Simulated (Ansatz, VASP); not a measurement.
# InBiO: VASP beside Ansatz

```xyz
3
Lattice="2.8331 0.0000 0.0000 0.0000 4.8004 0.0000 0.0000 0.0000 5.1669" Properties=species:S:1:pos:R:3 pbc="T T T"
In    1.4166    2.4002    0.0000
Bi    0.0000    0.0000    0.0000
O     0.0000    0.0000    2.5835
```

Alike in both runs: task relaxation of cell and atoms; functional PBE; k mesh 6 × 4 × 4; occupations gaussian, width 0.1 eV; no spin polarisation.

```csv
,VASP,Ansatz
version,VASP 6.6.1,Ansatz 0.2.0
potentials or method,"VASP PAW PBE potentials, release 64 (In_d, Bi_d, O), cutoff 600 eV","scalar-relativistic, plane waves, PAW"
valence electrons in the cell,34,34
```

Ansatz gave:

| Quantity | Value |
| --- | --- |
| gap on the k mesh at the Fermi level, each at its own relaxed structure (eV) | none |
| relaxed volume (Å³/atom) | 28.32 |
| relaxed cell length with the largest relative difference (Å) | 5.891 |

**Question.** Which values does VASP return?

**Answer.** gap on the k mesh at the Fermi level, each at its own relaxed structure (eV): none; relaxed volume (Å³/atom): 28.03; relaxed cell length with the largest relative difference (Å): 5.838.

A gap of «none» marks a metal or a gap that the smearing closes.

The k mesh is coarse, so the values compare programs but aren't converged. Neither program's run includes spin-orbit coupling. Noted on VASP's run: the volume moved by over 15 % at a fixed basis, so the end points are rough.
